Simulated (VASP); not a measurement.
# ZrB2: single point with PBE

The system is ZrB2.

```xyz
3
Lattice="3.1934 0.0000 0.0000 -1.5967 2.7655 0.0000 0.0000 0.0000 3.5629" Properties=species:S:1:pos:R:3 pbc="T T T"
Zr    0.0000    0.0000    0.0000
B     0.0000    1.8437    1.7815
B     1.5967    0.9218    1.7815
```

```
Program                : VASP 6.6.1
Task                   : single point
Functional             : PBE
Potentials or basis    : VASP PAW PBE potentials, release 64 (Zr_sv, B)
Cutoff                 : 500 eV
k mesh                 : 7 × 7 × 6
Occupations            : fermi-dirac, width 0.05 eV
Spin                   : no spin polarisation
Dipole correction      : no
Further INCAR settings : ALGO = Normal; EDIFF = 1e-06; NBANDS = 16
```

| Quantity | Value |
| --- | --- |
| Pressure | -4.4 GPa |
| Band gap on the k mesh | zero (band 9 reaches 11.03 eV, above the bottom of band 10 at 10.08 eV) |

Stress tensor (GPa, compression positive):
```
-4.54  0.00  0.00
 0.00 -4.54  0.00
 0.00  0.00 -4.04
```

Levels at points of the mesh, in eV from the Fermi level:
```
           k point  band 5  band 6  band 7  band 8  band 9  band 10  band 11  band 12  band 13  band 14
(0.00, 0.00, 0.00)  -12.43   -2.39   -2.39   -2.34   -2.18     3.49     3.49     4.24     4.24     4.91
(0.00, 0.00, 0.50)  -10.50   -6.71   -0.77   -0.77    0.52     0.52     0.95     0.95     1.95     5.18
```

Run time: 7 s on 1 thread of Intel(R) Xeon(R) 6975P-C (Granite Rapids) (shared host), peak memory 0.14 GiB.
